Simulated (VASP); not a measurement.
Runs of VASP 6.6.1 on BRu4. The structure is that of space group Im-3m (No. 229), or close to it. The cells are those of the table. The cell was built from a structure type or drawn by symmetry, and may not be a known phase.

```tsv
task	cell	k mesh	cutoff (eV)	gap on the mesh (eV)	pressure (GPa)	relaxed volume (Å³/atom)
single point	a = 4.486 Å, angles 109.5°, 5 atoms	6 × 6 × 6	520	none	0.1	-
relaxation of cell and atoms	relaxed from a = 4.486 Å, angles 109.5°, 5 atoms	10 × 10 × 10	600	none	0.0	13.92
single point	a = 4.488 Å, angles 109.5°, 5 atoms	10 × 10 × 10	520	none	(a)	-
relaxation of cell and atoms	relaxed from a = 4.241 Å, angles 109.5°, 5 atoms	6 × 6 × 6	600	none	0.0	13.90
single point	a = 4.241 Å, angles 109.5°, 5 atoms	6 × 6 × 6	520	none	(b)	-
```

Alike in all rows: level PBE; potentials or basis VASP PAW PBE potentials, release 64 (B, Ru_pv); no spin polarisation; smearing gaussian 0.1 eV.

Q: Fill in the values left out.

A: (a) -0.1; (b) 59.0.

Caveats: the volume moved by over 15 % at a fixed basis, so the end points are rough (at least some runs); the cell stands under pressure (at least some runs).

A k mesh can miss the band edges, and the runs leave out spin-orbit coupling on Ru.

A gap of «none» marks levels without a gap at the run's occupations.
